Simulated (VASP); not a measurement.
# AlN in VASP: further runs, part 2 of 2

VASP 6.6.1. Earlier steps stand in the parts before.

### Step 5. Single point, r2SCAN (in-plane strain -0.01, then relaxed in part)

File POSCAR:

```
AlN
1.0
    2.1630508498      2.1630508498      0.0000000000
   -2.1630508498      2.1630508498      0.0000000000
    0.0000000000      2.1630508498      2.2072582071
Al N
1 1
Direct
    0.0000000000      0.0000000000      0.0000000000
    0.2500000000      0.7500000000      0.5000000000
```

File INCAR.step1:

```
ALGO     = Normal         # electronic algorithm
EDIFF    = 1E-4           # SCF threshold, eV
ENCUT    = 520            # plane-wave cutoff, eV
GGA      = PE             # functional
ISMEAR   = 0              # smearing method
LASPH    = True           # aspherical terms in the spheres
LCHARG   = False          # write CHGCAR
LREAL    = False          # projectors in reciprocal space
LWAVE    = True           # write WAVECAR
NBANDS   = 11             # bands
NELM     = 60             # most SCF steps
PREC     = Accurate       # precision mode
SIGMA    = 0.01           # smearing width, eV
```

File INCAR.step2:

```
ALGO     = Normal         # electronic algorithm
EDIFF    = 1E-6           # SCF threshold, eV
ENCUT    = 520            # plane-wave cutoff, eV
ISIF     = 2              # what is computed and relaxed
ISMEAR   = 0              # smearing method
ISTART   = 1            
LASPH    = True           # aspherical terms in the spheres
LCHARG   = False          # write CHGCAR
LMIXTAU  = True         
LREAL    = False          # projectors in reciprocal space
LWAVE    = False          # write WAVECAR
METAGGA  = R2SCAN         # meta-GGA
NBANDS   = 11             # bands
NELM     = 60             # most SCF steps
PREC     = Accurate       # precision mode
SIGMA    = 0.01           # smearing width, eV
```

File KPOINTS:

```
k-points
0
Gamma
  10 10 10
```

Potentials or basis: VASP PAW PBE potentials, release 64 (Al, N).

Command:

```console
$ cat potpaw_PBE.64/Al/POTCAR potpaw_PBE.64/N/POTCAR > POTCAR
$ cp INCAR.step1 INCAR
$ mpirun -np 1 vasp_std > vasp.out
$ cp INCAR.step2 INCAR
$ mpirun -np 1 vasp_std > vasp.out
```

OUTCAR:

```text
EDIFF = 1E-6
   ENCUT = 520
   ISIF = 2
   ISMEAR = 0
   ISTART = 1
   LASPH = True
   LREAL = False
   METAGGA = R2SCAN
   NELM = 60
   PREC = Accurate

 ion  position               nearest neighbor table
   1  0.000  0.000  0.000-   2 1.89   2 1.89   2 1.89   2 1.89
   2  0.250  0.750  0.500-   1 1.89   1 1.89   1 1.89   1 1.89

  LATTYP: Found a body centered tetragonal cell.
 ALAT       =     3.0590158479
 C/A-ratio  =     1.4431165557

  Lattice vectors:

[... 520 lines left out ...]

 [... further k-points ...]

------------------------ aborting loop because EDIFF is reached ----------------------------------------

  FORCE on cell =-STRESS in cart. coord.  units (eV):
  Direction    XX          YY          ZZ          XY          YZ          ZX
  --------------------------------------------------------------------------------------
  -------------------------------------------------------------------------------------
  Total        0.3546327      0.3546327     -0.0501838      0.0000000      0.0000000     -0.0000000
  in kB       27.5088722     27.5088722     -3.8927573      0.0000000      0.0000000     -0.0000000
  external PRESSURE =      17.0416624 kB  Pullay stress =       0.0000000 kB

 VOLUME and BASIS-vectors are now :
 -----------------------------------------------------------------------------
  energy-cutoff  :      520.00
  volume of cell :       20.65
      direct lattice vectors                 reciprocal lattice vectors
     2.163050850  2.163050850  0.000000000     0.231154991  0.231154991 -0.226525378
    -2.163050850  2.163050850  0.000000000    -0.231154991  0.231154991 -0.226525378
     0.000000000  2.163050850  2.207258207     0.000000000  0.000000000  0.453050756

 POSITION                                       TOTAL-FORCE (eV/Angst)
 -----------------------------------------------------------------------------------
      0.00000      0.00000      0.00000         0.000000      0.000000      0.000000
     -1.08153      3.24458      1.10363        -0.000000     -0.000000      0.000000
 -----------------------------------------------------------------------------------
    total drift:                                0.000000     -0.000000      0.000000

  FREE ENERGIE OF THE ION-ELECTRON SYSTEM (eV)
  ---------------------------------------------------
  free  energy   TOTEN  =       -19.1759389807 eV

  energy  without entropy=      -19.1759389807  energy(sigma->0) =      -19.17593898
```

OUTCAR.step1:

```text
EDIFF = 1E-4
   ENCUT = 520
   GGA = PE
   ISMEAR = 0
   LASPH = True
[... 557 lines left out ...]
 -----------------------------------------------------------------------------------
      0.00000      0.00000      0.00000         0.000000      0.000000      0.000000
     -1.08153      3.24458      1.10363        -0.000000     -0.000000      0.000000
 -----------------------------------------------------------------------------------
    total drift:                                0.000000     -0.000000      0.000000

  FREE ENERGIE OF THE ION-ELECTRON SYSTEM (eV)
  ---------------------------------------------------
  free  energy   TOTEN  =       -14.8317400160 eV

  energy  without entropy=      -14.8317400160  energy(sigma->0) =      -14.83174002
```

OSZICAR.step1:

```text
N       E                     dE             d eps       ncg     rms          rms(c)
DAV:   1     0.107007232862E+02    0.10701E+02   -0.38661E+03  2300   0.606E+02
DAV:   2    -0.163384763964E+02   -0.27039E+02   -0.26045E+02  2670   0.137E+02
DAV:   3    -0.172237946314E+02   -0.88532E+00   -0.88426E+00  2770   0.235E+01
DAV:   4    -0.172284072127E+02   -0.46126E-02   -0.46123E-02  2577   0.184E+00
DAV:   5    -0.172284634717E+02   -0.56259E-04   -0.56259E-04  2727   0.195E-01    0.867E+00
DAV:   6    -0.148424238464E+02    0.23860E+01   -0.11817E+01  2651   0.173E+01    0.284E+00
DAV:   7    -0.148382308353E+02    0.41930E-02   -0.17727E-01  2541   0.326E+00    0.207E+00
DAV:   8    -0.148331311792E+02    0.50997E-02   -0.28163E-02  2478   0.158E+00    0.583E-01
DAV:   9    -0.148316962322E+02    0.14349E-02   -0.41196E-03  2730   0.381E-01    0.233E-01
DAV:  10    -0.148317400160E+02   -0.43784E-04   -0.39984E-04  2409   0.130E-01
   1 F= -.14831740E+02 E0= -.14831740E+02  d E =-.156253E-14
```

It took 44 s on 1 thread of Intel Xeon 6975P-C, shared host; peak memory 0.15 GiB.

What came out:

* Free energy: -19.1759 eV
* Pressure: 1.7 GPa
* Band gap on the k mesh: 3.88 eV, indirect (least direct gap 4.94 eV)

Caveat: the cell differs from its parent crystal (in-plane strain -0.01, then relaxed in part); the PAW data sets were made with another functional, which shifts forces and pressure a little.

### Step 6. Overview

| cell | gap on the mesh (eV) | pressure (GPa) |
| --- | --- | --- |
| a = 3.090 Å, angles 60.0, 60.0, 90.0°, 2 atoms | 3.93 | -0.4 |
| a = 3.028, b = 3.028, c = 3.078 Å, angles 60.5, 60.5, 90.0°, 2 atoms | 3.85 | 5.9 |
| a = 3.028, b = 3.028, c = 3.091 Å, angles 60.7, 60.7, 90.0°, 2 atoms | 3.82 | 4.0 |
| a = 3.059, b = 3.059, c = 3.090 Å, angles 60.3, 60.3, 90.0°, 2 atoms | 3.88 | 1.7 |

Alike in all rows: task single point; level r2SCAN; potentials or basis VASP PAW PBE potentials, release 64 (Al, N); no spin polarisation; k mesh 10 × 10 × 10; cutoff (eV) 520; smearing gaussian 0.01 eV.

Caveats: the PAW data sets were made with another functional, which shifts forces and pressure a little.

Total energies depend on the potentials used, so only differences within one code and one set of settings carry meaning.
